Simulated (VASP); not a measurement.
# Al2Cu (I4/mmm) in VASP: single point with LDA

Aim: the single point of Al2Cu with LDA.

Program: VASP 6.6.1. These are calculated values, not measurements. Logs are shortened: lines on timing, memory, paths and dates and some standing lists are left out, and cuts for length are marked.

## 1. The cell of the first run

Symmetry: I4/mmm, No. 139, tetragonal system. The conventional cell has a = 4.061 Å, b = 4.061 Å, c = 5.702 Å, α = 90.00°, β = 90.00°, γ = 90.00°. Within 3.3 Å of Al (site symmetry -4m2) lie 4 Cu at 2.48 Å and 6 Al at 2.85 to 2.87 Å. Cu (site symmetry 4/mmm) has 8 Al at 2.48 Å within 3.3 Å.

## 2. Single point, LDA

Input file INCAR:

```
PREC     = Accurate       # precision mode
ENCUT    = 520            # plane-wave cutoff, eV
EDIFF    = 1E-7           # SCF threshold, eV
ISMEAR   = -1             # smearing method
SIGMA    = 0.05           # smearing width, eV
LREAL    = F              # projectors in reciprocal space
LASPH    = T              # aspherical terms in the spheres
NELM     = 100            # most SCF steps
ALGO     = Normal         # electronic algorithm
ISIF     = 2              # what is computed and relaxed
LWAVE    = F              # write WAVECAR
LCHARG   = F              # write CHGCAR
GGA      = CA             # functional
NBANDS   = 16             # bands
```

Input file KPOINTS:

```
regular mesh
0
Gamma
  8 8 8
```

Input file POSCAR:

```
Al2Cu
1.0
   -2.0303380000      2.0303380000      2.8510940000
    2.0303380000     -2.0303380000      2.8510940000
    2.0303380000      2.0303380000     -2.8510940000
Al Cu
2 1
Direct
    0.7500000000      0.2500000000      0.5000000000
    0.2500000000      0.7500000000      0.5000000000
    0.5000000000      0.5000000000      0.0000000000
```

Potentials or basis: VASP PAW LDA potentials, release 64 (Al, Cu).

Launch:

```bash
$ cat potpaw_LDA.64/Al/POTCAR potpaw_LDA.64/Cu/POTCAR > POTCAR
$ mpirun -np 1 vasp_std > vasp.out
```

OUTCAR:

```text
PREC = Accurate
   ENCUT = 520
   EDIFF = 1E-7
   ISMEAR = -1
   LREAL = F
   LASPH = T
   NELM = 100
   ISIF = 2
   GGA = CA

 ion  position               nearest neighbor table
   1  0.750  0.250  0.500-   3 2.48   3 2.48   3 2.48   3 2.48   2 2.85   2 2.85   2 2.87   2 2.87
                             2 2.87   2 2.87
   2  0.250  0.750  0.500-   3 2.48   3 2.48   3 2.48   3 2.48   1 2.85   1 2.85   1 2.87   1 2.87
                             1 2.87   1 2.87
   3  0.500  0.500  0.000-   2 2.48   1 2.48   1 2.48   2 2.48   1 2.48   2 2.48   2 2.48   1 2.48

  LATTYP: Found a body centered tetragonal cell.
 ALAT       =     4.0606760000
 C/A-ratio  =     1.4042459925

  Lattice vectors:

 A1 = (  -2.0303380000,   2.0303380000,   2.8510940000)
 A2 = (   2.0303380000,  -2.0303380000,   2.8510940000)
 A3 = (   2.0303380000,   2.0303380000,  -2.8510940000)

Analysis of symmetry for initial positions (statically):
=====================================================================
 Subroutine PRICEL returns:
 Original cell was already a primitive cell.

 Routine SETGRP: Setting up the symmetry group for a
 body centered tetragonal supercell.

 Subroutine GETGRP returns: Found 16 space group operations
 (whereof 16 operations were pure point group operations)
 out of a pool of 16 trial point group operations.

The static configuration has the point symmetry D_4h.

Analysis of symmetry for dynamics (positions and initial velocities):
=====================================================================
 Subroutine PRICEL returns:
 Original cell was already a primitive cell.

 Routine SETGRP: Setting up the symmetry group for a
 body centered tetragonal supercell.

 Subroutine GETGRP returns: Found 16 space group operations
 (whereof 16 operations were pure point group operations)
 out of a pool of 16 trial point group operations.

The dynamic configuration has the point symmetry D_4h.

 Subroutine INISYM returns: Found 16 space group operations
 (whereof 16 operations are pure point group operations),
 and found     1 'primitive' translations

----------------------------------------------------------------------------------------

                                     Primitive cell

  volume of cell :      47.0119

[... 81 lines left out ...]
   PREC   = accura    normal or accurate (medium, high low for compatibility)
   ISTART =      0    job   : 0-new  1-cont  2-samecut
   ICHARG =      2    charge: 1-file 2-atom 10-const
   ISPIN  =      1    spin polarized calculation?
   LNONCOLLINEAR =      F non collinear calculations
   LSORBIT =      F    spin-orbit coupling
   LASPH  =      T    aspherical Exc in radial PAW
   ENCUT  =  520.0 eV  38.22 Ry    6.18 a.u.   7.52  7.52  7.52*2*pi/ulx,y,z
   NELM   =    100;   NELMIN=  2; NELMDL= -5     # of ELM steps
   EDIFF  = 0.1E-06   stopping-criterion for ELM
   LREAL  =      F    real-space projection
   EDIFFG = 0.1E-05   stopping-criterion for IOM
   NSW    =      0    number of steps for IOM
   IBRION =     -1    ionic relax: 0-MD 1-quasi-New 2-CG
   NFREE  =      0    steps in history (QN), initial steepest desc. (CG)
   ISIF   =      2    stress and relaxation
   ISYM   =      2    0-nonsym 1-usesym 2-fastsym
   POTIM  = 0.5000    time-step for ionic-motion
   TEBEG  =    0.0;   TEEND  =   0.0 temperature during run
   PSTRESS=    0.0 pullay stress
   NELECT =      17.0000    total number of electrons
   NUPDOWN=      -1.0000    fix difference up-down
   EMIN   =  10.00;   EMAX   =-10.00  energy-range for DOS
   EFERMI =   0.00;   METHOD = LEGACY
   ISMEAR =    -1;   SIGMA  =   0.05  broadening in eV -4-tet -1-fermi 0-gaus
   EFERMI_NEDOS =   21; number of points for ismear=-14 and -15
   IALGO  =     38    algorithm
   IMIX   =      4    mixing-type and parameters
     AMIX     =   0.40;   BMIX     =  1.00
     AMIX_MAG =   1.60;   BMIX_MAG =  1.00
  volume/ion in A,a.u.               =      15.67       105.75
  Fermi-wavevector in a.u.,A,eV,Ry     =   1.166331  2.204046 18.508379  1.360327
  Thomas-Fermi vector in A             =   2.302845
   LORBIT       =      0    0 simple, 1 ext, 2 COOP (PROOUT), +10 PAW based schemes
   GGA     = CA    functional components
   LHFCALC =     F    Hartree Fock is set to
   AEXX    =    0.0000 exact exchange contribution
   IVDW    =     0    specifies the selected vdW correction
   LEPSILON=     F    determine dielectric tensor
   LRPA    =     F    only Hartree local field effects (RPA)
 non-spin polarized calculation
  energy-cutoff  :      520.00
  volume of cell :       47.01
 maximum number of plane-waves:      1283
   NGX = 15   NGY = 15   NGZ = 15

 number of electron      17.0000003 magnetization

 Free energy of the ion-electron system (eV)
  ---------------------------------------------------
  ext. energy  EPLUGINS =         0.00000000
  ---------------------------------------------------
  free energy    TOTEN  =       -13.69661189 eV

  energy without entropy =      -13.69042381  energy(sigma->0) =      -13.69351785

 E-fermi :   7.0025     XC(G=0): -10.7275

 val. band max:        6.9514697538   @ k =   0.5000   0.1250  -0.0000
 cond. band min:       7.0683990291   @ k =  -0.3750   0.1250   0.0000
 fundamental gap:      0.1169292753
 Fermi energy:         7.0024710370

 k-point     1 :       0.0000    0.0000    0.0000
  band No.  band energies     occupation
      1      -3.3027      2.00000
      2       2.2796      2.00000
      3       2.2873      2.00000
      4       2.2873      2.00000
      5       2.8488      2.00000
      6       2.8609      2.00000
[... 433 lines left out ...]
      3       2.3137      2.00000
      4       2.5633      2.00000
      5       2.7344      2.00000
      6       2.9170      2.00000
[... 8 lines left out ...]
     15      14.9810      0.00000
     16      17.8924      0.00000

 [... further k-points ...]
[... 5 lines left out ...]
  --------------------------------------------------------------------------------------
  -------------------------------------------------------------------------------------
  Total       -0.9662494     -0.9662494     -0.7415574      0.0000000     -0.0000000      0.0000000
  in kB      -32.9299889    -32.9299889    -25.2724382      0.0000000     -0.0000000      0.0000000
  external PRESSURE =     -30.3774720 kB  Pullay stress =       0.0000000 kB

 VOLUME and BASIS-vectors are now :
 -----------------------------------------------------------------------------
  energy-cutoff  :      520.00
  volume of cell :       47.01
      direct lattice vectors                 reciprocal lattice vectors
    -2.030338000  2.030338000  2.851094000     0.000000000  0.246264415  0.175371279
     2.030338000 -2.030338000  2.851094000     0.246264415  0.000000000  0.175371279
     2.030338000  2.030338000 -2.851094000     0.246264415  0.246264415  0.000000000

 POSITION                                       TOTAL-FORCE (eV/Angst)
 -----------------------------------------------------------------------------------
      0.00000      2.03034      1.42555         0.000000      0.000000     -0.000000
      2.03034      0.00000      1.42555        -0.000000      0.000000      0.000000
      0.00000      0.00000      2.85109         0.000000     -0.000000     -0.000000
 -----------------------------------------------------------------------------------
    total drift:                                0.000000     -0.000000      0.000000

  FREE ENERGIE OF THE ION-ELECTRON SYSTEM (eV)
  ---------------------------------------------------
  free  energy   TOTEN  =       -13.6966118918 eV

  energy  without entropy=      -13.6904238067  energy(sigma->0) =      -13.69351785
```

OSZICAR:

```text
N       E                     dE             d eps       ncg     rms          rms(c)
DAV:   1     0.619553502363E+02    0.61955E+02   -0.68921E+03  1896   0.113E+03
DAV:   2    -0.133455207689E+02   -0.75301E+02   -0.66927E+02  1984   0.203E+02
DAV:   3    -0.160098614584E+02   -0.26643E+01   -0.26116E+01  2560   0.436E+01
DAV:   4    -0.160645910572E+02   -0.54730E-01   -0.54706E-01  2216   0.529E+00
DAV:   5    -0.160670918287E+02   -0.25008E-02   -0.25007E-02  2880   0.131E+00    0.149E+01
DAV:   6    -0.181510125346E+02   -0.20839E+01   -0.42611E+01  2160   0.218E+02    0.120E+01
DAV:   7    -0.138615521853E+02    0.42895E+01   -0.10985E+01  2360   0.792E+01    0.219E+00
DAV:   8    -0.137516960534E+02    0.10986E+00   -0.11930E+00  2776   0.311E+01    0.207E+00
DAV:   9    -0.136966850183E+02    0.55011E-01   -0.19063E-01  2584   0.120E+01    0.234E-01
DAV:  10    -0.136990198995E+02   -0.23349E-02   -0.66695E-03  3128   0.169E+00    0.336E-01
DAV:  11    -0.136965854481E+02    0.24345E-02   -0.63676E-03  2512   0.277E+00    0.304E-02
DAV:  12    -0.136966314641E+02   -0.46016E-04   -0.40829E-04  2112   0.129E-01    0.307E-02
DAV:  13    -0.136966146578E+02    0.16806E-04   -0.22206E-05  2984   0.129E-01    0.142E-02
DAV:  14    -0.136966127462E+02    0.19116E-05   -0.30250E-06  2928   0.425E-02    0.772E-03
DAV:  15    -0.136966118872E+02    0.85905E-06   -0.13954E-06  2616   0.412E-02    0.757E-04
DAV:  16    -0.136966118918E+02   -0.46673E-08   -0.20575E-07  1400   0.950E-03
   1 F= -.13696612E+02 E0= -.13693518E+02  d E =-.618809E-02
```

Wall time 46 s (1 thread of Intel Xeon 6975P-C, shared host); peak memory 0.17 GiB.

What came out:

```yaml
Free_energy: -13.6966 eV
Pressure: -3.0 GPa
```

Stress tensor (GPa, compression positive):
```
-3.29  0.00  0.00
 0.00 -3.29  0.00
 0.00  0.00 -2.53
```

Levels at points of the mesh, in eV from the Fermi level:
```tsv
k point	band 6	band 7	band 8	band 9	band 10	band 11	band 12	band 13
(0.00, 0.00, 0.00)	-4.14	2.86	2.88	2.88	2.93	2.94	2.94	4.15
(0.50, 0.00, 0.00)	-4.09	-4.09	0.56	0.62	2.91	2.94	3.74	4.35
(0.50, 0.50, 0.00)	-3.99	-3.86	-2.02	-1.97	0.32	1.53	9.04	10.47
(0.50, 0.50, 0.50)	-3.99	-3.84	-2.04	-2.04	0.23	1.49	9.05	10.55
```
